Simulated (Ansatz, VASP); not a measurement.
## Y: VASP beside Ansatz

```
CELL_PARAMETERS angstrom
3.32586 0.00000 0.00000
0.00000 3.32605 0.00000
0.00000 0.00000 12.11260
ATOMIC_POSITIONS crystal
Y 0.00000 0.25013 0.87501
Y 0.00000 0.74987 0.12499
Y 0.50000 0.25013 0.62499
Y 0.50000 0.74987 0.37501
```

Alike in both runs: functional PBE; k mesh 4 × 4 × 2; occupations gaussian, width 0.1 eV; no spin polarisation.

Ansatz relaxed the structure, and its values are those at the end. VASP's run is a single point on that final structure, the one shown.

```csv
,VASP,Ansatz
version,VASP 6.6.1,Ansatz 0.2.0
potentials or method,"VASP PAW PBE potentials, release 64 (Y_sv), cutoff 520 eV","scalar-relativistic, plane waves, PAW"
valence electrons in the cell,44,44
```

```csv
,VASP,Ansatz,Ansatz less VASP
gap on the k mesh at the Fermi level (eV),none,none,-
pressure (GPa),-0.1,0.0,+0.07
```

A gap of «none» marks a metal or a gap that the smearing closes.

The k mesh is coarse, so the values compare programs but aren't converged.
